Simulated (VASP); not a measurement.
Zr12H (a cell with a defect), 13 atoms in the cell. The cell holds a defect, 13 atoms: a = 6.460 Å, b = 9.690 Å, c = 5.145 Å, α = 90.00°, β = 90.00°, γ = 120.00°. 

| Quantity | Value |
| --- | --- |
| Program | VASP 6.6.1 |
| Task | single point |
| Functional | PBE |
| Potentials or basis | VASP PAW PBE potentials, release 64 (Zr_sv, H) |
| Cutoff | 520 eV |
| k mesh | 3 × 2 × 3 |
| Occupations | fermi-dirac, width 0.05 eV |
| Spin | no spin polarisation |
| Dipole correction | no |
| Further INCAR settings | ALGO = Normal; EDIFF = 1e-06; NBANDS = 84 |

Potentials or basis: VASP PAW PBE potentials, release 64 (Zr_sv, H).

Run with:

```console
$ cat potpaw_PBE.64/Zr_sv/POTCAR potpaw_PBE.64/H/POTCAR > POTCAR
$ mpirun -np 1 vasp_std > vasp.out
```

Hardware: 1 thread of AMD EPYC 7R13 Processor (Zen 3) (shared host).

Estimate the wall time of this run.

It took 18 min on 1 thread of AMD EPYC 7R13 Processor (Zen 3), on a shared host, peak memory 0.39 GiB. Counts: scf iterations 17, k points 10.
